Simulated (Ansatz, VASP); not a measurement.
**One calculation of FeO, two programs**

File INCAR:

```
ALGO = Normal
EDIFF = 1E-6
ENCUT = 520
GGA = PS
ISIF = 2
ISMEAR = -1
ISPIN = 2
LASPH = T
LCHARG = T
LELF = T
LMAXMIX = 4
LORBIT = 11
LREAL = F
LVHAR = T
LWAVE = F
MAGMOM = 4.5 0
NBANDS = 18
NELM = 150
PREC = Accurate
SIGMA = 0.05
```

KPOINTS

```
k-points
0
Gamma
  12 12 12
```

File POSCAR:

```
FeO
1.0
   -1.6021034130      1.6021034130      2.0833922500
    1.6021034130     -1.6021034130      2.0833922500
    1.6021034130      1.6021034130     -2.0833922500
Fe O
1 1
Direct
    0.0000000000      0.0000000000      0.0000000000
    0.5000000000      0.5000000000      0.0000000000
```

input.yaml

```yaml
crystal:
  lattice:
    - [-1.602103413, 1.602103413, 2.08339225]
    - [1.602103413, -1.602103413, 2.08339225]
    - [1.602103413, 1.602103413, -2.08339225]
  atoms:
    - { symbol: Fe, position: [0.0, 0.0, 0.0], spin: 4.5 }
    - { symbol: O, position: [0.5, 0.5, 0.0] }
hamiltonian:
  xc: pbesol
  pseudopotentials: { kind: paw }
magnetization:
  spin_polarized: true
kpoints:
  mp_grid: { grid: [12, 12, 12] }
scf:
  occupations: { method: fermi_dirac, width: 0.05 }
output:
  forces: true
  stress: true
  eigenvalues: true
```

Alike in both runs: task single point; functional PBEsol; k mesh 12 × 12 × 12; occupations fermi-dirac, width 0.05 eV; collinear spin.

|  | VASP | Ansatz |
| --- | --- | --- |
| version | VASP 6.6.1 | Ansatz 0.2.0 |
| potentials or method | VASP PAW PBE potentials, release 64 (Fe, O) | Ansatz PAW |
| plane-wave cutoff (eV) | 520 | 420 |
| valence electrons in the cell | 14 | 22 |

Ansatz gave:

- gap on the k mesh at the Fermi level (eV): none
- pressure (GPa): -16.1
- traceless stress, the component that is largest in VASP (GPa): 2.15
- net moment per atom (μB): 2.00
- size of the moment on the site where the two differ most (μB): 3.39

**Question.** What did VASP give for the same quantities?

**Answer.** gap on the k mesh at the Fermi level (eV): none; pressure (GPa): -16.0; traceless stress, the component that is largest in VASP (GPa): 2.50; net moment per atom (μB): 2.00; size of the moment on the site where the two differ most (μB): 3.61.

VASP's potentials were made for PBE, not for PBEsol. Site moments also hang on the region over which each program counts them. A gap of «none» marks a metal or a gap that the smearing closes. VASP's potentials hold 14 valence electrons a cell and Ansatz's 22, so a difference there can come from the potentials and not from the codes.
